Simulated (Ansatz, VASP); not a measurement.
# One calculation of Si, two programs

```
CELL_PARAMETERS angstrom
2.49950 0.00000 0.00000
0.00000 2.49950 0.00000
0.00000 0.00000 2.49950
ATOMIC_POSITIONS crystal
Si 0.00000 0.00000 0.00000
```

Alike in both runs: task single point; functional LDA; k mesh 14 × 14 × 14; occupations fermi-dirac, width 0.1 eV; no spin polarisation.

```csv
,VASP,Ansatz
version,VASP 6.6.1,Ansatz 0.2.0
potentials or method,"VASP PAW LDA potentials, release 64 (Si), cutoff 520 eV","plane waves (420 eV) with PAW, scalar-relativistic"
valence electrons in the cell,4,4
```

|  | VASP | Ansatz | Ansatz less VASP |
| --- | --- | --- | --- |
| pressure (GPa) | 0.5 | 0.4 | -0.08 |

Ansatz warns that its potentials were made for another functional, while VASP's fit it. LDA's correlation is that of Perdew and Zunger in VASP and of Perdew and Wang (1992) in Ansatz.
